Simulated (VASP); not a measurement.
Here is a VASP 6.6.1 calculation.

File INCAR:

```
ALGO = Normal ; EDIFF = 1E-6
ENCUT = 520 ; GGA = PE
ISIF = 2 ; ISMEAR = 0
LASPH = True ; LCHARG = False
LREAL = False ; LWAVE = False
NBANDS = 15 ; NELM = 60
PREC = Accurate ; SIGMA = 0.05
```

File KPOINTS:

```
k-points
0
Gamma
  6 6 6
```

File POSCAR:

```
KI
1.0
    0.0000000000      3.4915442646      3.5873258652
    3.4915442646      0.0000000000      3.5873258652
    3.4915442646      3.4915442646      0.0000000000
K I
1 1
Direct
   -0.0533545062     -0.0533545062      0.0533545062
    0.5164381167      0.5164381167      0.4835618833
```

Potentials or basis: VASP PAW PBE potentials, release 64 (K_sv, I).

Run with:

```console
$ cat potpaw_PBE.64/K_sv/POTCAR potpaw_PBE.64/I/POTCAR > POTCAR
$ mpirun -np 1 vasp_std > vasp.out
```

Estimate the band gap on the k mesh.

4.04 eV, direct.

What does it give for the pressure?

1.7 GPa.

Estimate the largest force.

0.756 eV/Å.

Forces on the atoms (eV/Å):
```
K    0.000  0.000  0.756
I    0.000  0.000 -0.756
```

Caveat: spin-orbit coupling is left out, which moves the levels of the heavy elements. A hybrid or GW would open this gap; PBE tends to underestimate it.
